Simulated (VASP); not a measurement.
# Ag (P6_3/mmc) in VASP: relaxation of shape and atoms at fixed volume with PBE

Aim: the relaxation of shape and atoms at fixed volume of Ag with PBE.

All numbers are computed with VASP 6.6.1; they aren't measurements. Logs are shortened: lines on timing, memory, paths and dates and some standing lists are left out, and cuts for length are marked.

### 1 The cell of the first run

The structure is hexagonal, space group P6_3/mmc (No. 194). Conventional cell: a = 2.950 Å, b = 2.950 Å, c = 4.841 Å, α = 90.00°, β = 90.00°, γ = 120.00°. Within 3.9 Å of Ag (site symmetry -6m2) lie 12 Ag at 2.95 to 2.96 Å.

This isn't the form of Ag at room conditions, which is fcc.

### 2 Relaxation of shape and atoms at fixed volume, PBE (18.24 Å³/atom)

The input, INCAR:

```
SYSTEM = Ag
  ALGO = Fast
  EDIFF = 1E-6
  EDIFFG = -0.001
  ENCUT = 600
  GGA = PE
  IBRION = 2
  ISIF = 4
  ISMEAR = -1
  LASPH = .True.
  LCHARG = .False.
  LREAL = .False.
  LWAVE = .False.
  NELM = 60
  NSW = 80
  PREC = Accurate
  SIGMA = 0.15
```

The input, KPOINTS:

```
k-points
0
Gamma
  18 18 10
  0 0 0
```

The input, POSCAR:

```
Ag
1.0
    2.9500737263      0.0000000000      0.0000000000
   -1.4750368631      2.5548387900      0.0000000000
    0.0000000000      0.0000000000      4.8411863824
Ag
2
Direct
    0.3333333333      0.6666666667      0.2500000000
    0.6666666667      0.3333333333      0.7500000000
```

Potentials or basis: VASP PAW PBE potentials, release 64 (Ag).

Command:

```
$ cat potpaw_PBE.64/Ag/POTCAR > POTCAR
$ mpirun -np 1 vasp_std > vasp.out
```

OUTCAR:

```text
SYSTEM = Ag
   EDIFF = 1E-6
   EDIFFG = -0.001
   ENCUT = 600
   GGA = PE
   IBRION = 2
   ISIF = 4
   ISMEAR = -1
   LASPH = .True.
   LREAL = .False.
   NELM = 60
   NSW = 80
   PREC = Accurate

 ion  position               nearest neighbor table
   1  0.333  0.667  0.250-   2 2.96   2 2.96   2 2.96   2 2.96   2 2.96   2 2.96
   2  0.667  0.333  0.750-   1 2.96   1 2.96   1 2.96   1 2.96   1 2.96   1 2.96

  LATTYP: Found a hexagonal cell.
 ALAT       =     2.9500737263
 C/A-ratio  =     1.6410391168

  Lattice vectors:

 A1 = (   2.9500737263,   0.0000000000,   0.0000000000)
 A2 = (  -1.4750368631,   2.5548387900,   0.0000000000)
 A3 = (   0.0000000000,   0.0000000000,   4.8411863824)

Analysis of symmetry for initial positions (statically):
=====================================================================
 Subroutine PRICEL returns:
 Original cell was already a primitive cell.

 Routine SETGRP: Setting up the symmetry group for a
 hexagonal supercell.

 Subroutine GETGRP returns: Found 24 space group operations
 (whereof 12 operations were pure point group operations)
 out of a pool of 24 trial point group operations.

The static configuration has the point symmetry D_3d.
 The point group associated with its full space group is D_6h.

Analysis of symmetry for dynamics (positions and initial velocities):
=====================================================================
 Subroutine PRICEL returns:
 Original cell was already a primitive cell.

 Routine SETGRP: Setting up the symmetry group for a
 hexagonal supercell.

 Subroutine GETGRP returns: Found 24 space group operations
 (whereof 12 operations were pure point group operations)
 out of a pool of 24 trial point group operations.

The dynamic configuration has the point symmetry D_3d.
 The point group associated with its full space group is D_6h.

 Subroutine INISYM returns: Found 24 space group operations
 (whereof 12 operations are pure point group operations),
 and found     1 'primitive' translations

----------------------------------------------------------------------------------------

                                     Primitive cell

  volume of cell :      36.4878

  direct lattice vectors                    reciprocal lattice vectors
     2.950073726  0.000000000  0.000000000     0.338974579  0.195707065  0.000000000
    -1.475036863  2.554838790  0.000000000     0.000000000  0.391414129  0.000000000
     0.000000000  0.000000000  4.841186382     0.000000000  0.000000000  0.206560938

  length of vectors
     2.950073726  2.950073726  4.841186382     0.391414129  0.391414129  0.206560938

  position of ions in fractional coordinates (direct lattice)
     0.333333333  0.666666667  0.250000000
     0.666666667  0.333333333  0.750000000

  ion indices of the primitive-cell ions
   primitive index   ion index
                 1           1
                 2           2

----------------------------------------------------------------------------------------

 KPOINTS: k-points

Automatic generation of k-mesh.
 Grid dimensions read from file:
 generate k-points for:   18   18   10

 Generating k-lattice:

  Cartesian coordinates                     Fractional coordinates (reciprocal lattice)
     0.018831921  0.010872615  0.000000000     0.055555556  0.000000000  0.000000000
     0.000000000  0.021745229  0.000000000     0.000000000  0.055555556  0.000000000
     0.000000000  0.000000000  0.020656094     0.000000000  0.000000000  0.100000000

  Length of vectors
     0.021745229  0.021745229  0.020656094

  Shift w.r.t. Gamma in fractional coordinates (k-lattice)
     0.000000000  0.000000000  0.000000000

 Subroutine IBZKPT returns following result:
 ===========================================

 Found    222 irreducible k-points:

 Following reciprocal coordinates:
            Coordinates               Weight
  0.000000  0.000000  0.000000      1.000000
  0.055556 -0.000000  0.000000      6.000000
  0.111111 -0.000000  0.000000      6.000000
  0.166667  0.000000  0.000000      6.000000
  0.222222  0.000000  0.000000      6.000000
  0.277778 -0.000000  0.000000      6.000000
[... 16 lines left out ...]
  0.333333  0.111111  0.000000     12.000000
  0.388889  0.111111  0.000000     12.000000
 [... further k-points ...]
   k-points           NKPTS =    222   k-points in BZ     NKDIM =    222   number of bands    NBANDS=     15
   number of dos      NEDOS =    301   number of ions     NIONS =      2
   total plane-waves  NPLWV =  23040
   dimension x,y,z NGX =    24 NGY =   24 NGZ =   40
   dimension x,y,z NGXF=    48 NGYF=   48 NGZF=   80
   ions per type =               2
   NGX,Y,Z   is equivalent  to a cutoff of  13.52, 13.52, 13.74 a.u.
   NGXF,Y,Z  is equivalent  to a cutoff of  27.05, 27.05, 27.47 a.u.
 SYSTEM =  Ag
   PREC   = accura    normal or accurate (medium, high low for compatibility)
   ISTART =      0    job   : 0-new  1-cont  2-samecut
   ICHARG =      2    charge: 1-file 2-atom 10-const
   ISPIN  =      1    spin polarized calculation?
   LNONCOLLINEAR =      F non collinear calculations
   LSORBIT =      F    spin-orbit coupling
   LASPH  =      T    aspherical Exc in radial PAW
   ENCUT  =  600.0 eV  44.10 Ry    6.64 a.u.   5.89  5.89  9.67*2*pi/ulx,y,z
   NELM   =     60;   NELMIN=  2; NELMDL= -5     # of ELM steps
   EDIFF  = 0.1E-05   stopping-criterion for ELM
   LREAL  =      F    real-space projection
   EDIFFG = -.1E-02   stopping-criterion for IOM
   NSW    =     80    number of steps for IOM
   IBRION =      2    ionic relax: 0-MD 1-quasi-New 2-CG
   NFREE  =      1    steps in history (QN), initial steepest desc. (CG)
   ISIF   =      4    stress and relaxation
   ISYM   =      2    0-nonsym 1-usesym 2-fastsym
   POTIM  = 0.5000    time-step for ionic-motion
   TEBEG  =    0.0;   TEEND  =   0.0 temperature during run
   PSTRESS=    0.0 pullay stress
   NELECT =      22.0000    total number of electrons
   NUPDOWN=      -1.0000    fix difference up-down
   EMIN   =  10.00;   EMAX   =-10.00  energy-range for DOS
   EFERMI =   0.00;   METHOD = LEGACY
   ISMEAR =    -1;   SIGMA  =   0.15  broadening in eV -4-tet -1-fermi 0-gaus
   EFERMI_NEDOS =   21; number of points for ismear=-14 and -15
   IALGO  =     68    algorithm
   IMIX   =      4    mixing-type and parameters
     AMIX     =   0.40;   BMIX     =  1.00
     AMIX_MAG =   1.60;   BMIX_MAG =  1.00
  volume/ion in A,a.u.               =      18.24       123.12
  Fermi-wavevector in a.u.,A,eV,Ry     =   1.383034  2.613556 26.025010  1.912784
  Thomas-Fermi vector in A             =   2.507670
   LORBIT       =      0    0 simple, 1 ext, 2 COOP (PROOUT), +10 PAW based schemes
   GGA     = PE    functional components
   LHFCALC =     F    Hartree Fock is set to
   AEXX    =    0.0000 exact exchange contribution
   IVDW    =     0    specifies the selected vdW correction
   LEPSILON=     F    determine dielectric tensor
   LRPA    =     F    only Hartree local field effects (RPA)
 conjugate gradient relaxation of ions
 non-spin polarized calculation
 RMM-DIIS sequential band-by-band and
  energy-cutoff  :      600.00
  volume of cell :       36.49
 maximum number of plane-waves:      1244
 NGX is ok and might be reduce to    24
   NGX = 11   NGY = 11   NGZ = 19

 number of electron      22.0000006 magnetization

 Free energy of the ion-electron system (eV)
  ---------------------------------------------------
  ext. energy  EPLUGINS =         0.00000000
  ---------------------------------------------------
  free energy    TOTEN  =        -5.44407841 eV

  energy without entropy =       -5.40218847  energy(sigma->0) =       -5.42313344

 E-fermi :   7.5417     XC(G=0): -11.8098

 val. band max:        7.5393988975   @ k =   0.4444   0.0556   0.2000
 cond. band min:       7.5445566964   @ k =   0.3333   0.0556   0.4000
 fundamental gap:      0.0051577988
 Fermi energy:         7.5416827305

 k-point     1 :       0.0000    0.0000    0.0000
  band No.  band energies     occupation
      1       0.2404      2.00000
      2       1.5271      2.00000
      3       2.9282      2.00000
      4       3.0305      2.00000
      5       3.0305      2.00000
      6       3.2367      2.00000
      7       3.2367      2.00000
      8       3.5670      2.00000
      9       3.5670      2.00000
     10       4.4526      2.00000
     11       4.4526      2.00000
     12       7.2750      1.71085
     13      10.6979      0.00000
     14      23.0137      0.00000
     15      24.8169      0.00000

 k-point     2 :       0.0556   -0.0000    0.0000
  band No.  band energies     occupation
      1       0.3221      2.00000
      2       1.5738      2.00000
      3       2.8814      2.00000
      4       3.0716      2.00000
      5       3.0748      2.00000
      6       3.2208      2.00000
      7       3.2742      2.00000
      8       3.5302      2.00000
      9       3.5432      2.00000
     10       4.3159      2.00000
     11       4.4626      2.00000
     12       7.5085      1.11024
     13      10.7177      0.00000
     14      22.7773      0.00000
     15      23.9519      0.00000

 k-point     3 :       0.1111   -0.0000    0.0000
  band No.  band energies     occupation
      1       0.5606      2.00000
      2       1.7008      2.00000
      3       2.7924      2.00000
      4       3.1337      2.00000
      5       3.1919      2.00000
      6       3.2171      2.00000
      7       3.3838      2.00000
      8       3.4046      2.00000
      9       3.4782      2.00000
     10       4.0302      2.00000
     11       4.4880      2.00000
     12       8.1011      0.04690
     13      10.7822      0.00000
     14      21.3800      0.00000
     15      23.2708      0.00000

 k-point     4 :       0.1667    0.0000    0.0000
  band No.  band energies     occupation
      1       0.9296      2.00000
      2       1.8610      2.00000
      3       2.7124      2.00000
      4       3.0933      2.00000
      5       3.1620      2.00000
      6       3.3643      2.00000
      7       3.3817      2.00000
      8       3.3864      2.00000
      9       3.5561      2.00000
     10       3.7796      2.00000
     11       4.5196      2.00000
     12       8.9009      0.00023
     13      10.9060      0.00000
     14      19.4318      0.00000
     15      22.0714      0.00000
[... 307 lines left out ...]
 k-point    22 :       0.2778    0.1111    0.0000
  band No.  band energies     occupation
      1       1.9478      2.00000
      2       2.0627      2.00000
      3       2.2564      2.00000
      4       2.9883      2.00000
      5       3.0072      2.00000
      6       3.2374      2.00000
      7       3.4122      2.00000
      8       3.9506      2.00000
      9       4.3201      2.00000
     10       4.5462      2.00000
     11       5.1902      2.00000
     12      12.0600      0.00000
     13      12.2014      0.00000
     14      13.7877      0.00000
     15      17.1998      0.00000

 k-point    23 :       0.3333    0.1111    0.0000
  band No.  band energies     occupation
      1       1.8430      2.00000
      2       2.0732      2.00000
      3       2.0790      2.00000
      4       2.9509      2.00000
      5       3.2979      2.00000
      6       3.3125      2.00000
      7       3.3656      2.00000
      8       4.2276      2.00000
      9       4.5002      2.00000
     10       4.5509      2.00000
     11       6.0717      1.99989
     12      11.7265      0.00000
     13      13.0753      0.00000
     14      13.2613      0.00000
     15      16.6413      0.00000

 k-point    24 :       0.3889    0.1111    0.0000
  band No.  band energies     occupation
      1       1.7703      2.00000
      2       1.9703      2.00000
      3       2.0551      2.00000
      4       2.9356      2.00000
      5       3.2405      2.00000
      6       3.4095      2.00000
      7       3.5359      2.00000
      8       4.4447      2.00000
      9       4.5532      2.00000
     10       4.5872      2.00000
     11       7.1695      1.84565
     12      10.2083      0.00000
     13      13.8365      0.00000
     14      14.2326      0.00000
     15      16.2416      0.00000

 [... further k-points ...]

------------------------ aborting loop because EDIFF is reached ----------------------------------------

  FORCE on cell =-STRESS in cart. coord.  units (eV):
  Direction    XX          YY          ZZ          XY          YZ          ZX
  --------------------------------------------------------------------------------------
  -------------------------------------------------------------------------------------
  Total       -0.3830940     -0.3830940     -0.3811456     -0.0000000     -0.0000000      0.0000000
  in kB      -16.8216176    -16.8216176    -16.7360634     -0.0000000     -0.0000000      0.0000000
  external PRESSURE =     -16.7930995 kB  Pullay stress =       0.0000000 kB

 VOLUME and BASIS-vectors are now :
 -----------------------------------------------------------------------------
  energy-cutoff  :      600.00
  volume of cell :       36.49
      direct lattice vectors                 reciprocal lattice vectors
     2.950073726  0.000000000  0.000000000     0.338974579  0.195707065  0.000000000
    -1.475036863  2.554838790  0.000000000     0.000000000  0.391414129  0.000000000
     0.000000000  0.000000000  4.841186382     0.000000000  0.000000000  0.206560938

 POSITION                                       TOTAL-FORCE (eV/Angst)
 -----------------------------------------------------------------------------------
     -0.00000      1.70323      1.21030         0.000000      0.000000      0.000000
      1.47504      0.85161      3.63089        -0.000000     -0.000000      0.000000
 -----------------------------------------------------------------------------------
    total drift:                               -0.000000      0.000000     -0.000000

  FREE ENERGIE OF THE ION-ELECTRON SYSTEM (eV)
  ---------------------------------------------------
  free  energy   TOTEN  =        -5.4440784134 eV

  energy  without entropy=       -5.4021884747  energy(sigma->0) =       -5.42313344

 reached required accuracy - stopping structural energy minimisation
```

Wall time 43 s (1 thread of AMD EPYC 9R45 (Zen 5), shared host); peak memory 0.23 GiB.

Results:

```
Free energy             : -5.4441 eV
Pressure after relaxing : -1.7 GPa
Band gap on the k mesh  : zero (bands 11 and 12 overlap by 7.30 eV)
```

Final structure:
```
Ag
1.0
     2.95007    0.00000    0.00000
    -1.47504    2.55484    0.00000
     0.00000    0.00000    4.84119
Ag
2
Direct
  0.33333 0.66667 0.25000
  0.66667 0.33333 0.75000
```

Levels at points of the mesh, in eV from the Fermi level:
```csv
k point,band 8,band 9,band 10,band 11,band 12,band 13,band 14,band 15
"(0.00, 0.00, 0.00)",-3.97,-3.97,-3.09,-3.09,-0.27,3.16,15.47,17.28
"(0.50, 0.00, 0.00)",-2.96,-2.93,-2.84,0.13,1.40,6.55,6.83,8.76
"(0.00, 0.00, 0.50)",-4.32,-3.37,-3.37,-3.37,-3.37,10.53,10.53,15.81
"(0.50, 0.00, 0.50)",-3.12,-2.89,-2.89,0.83,0.83,4.21,4.21,13.10
```
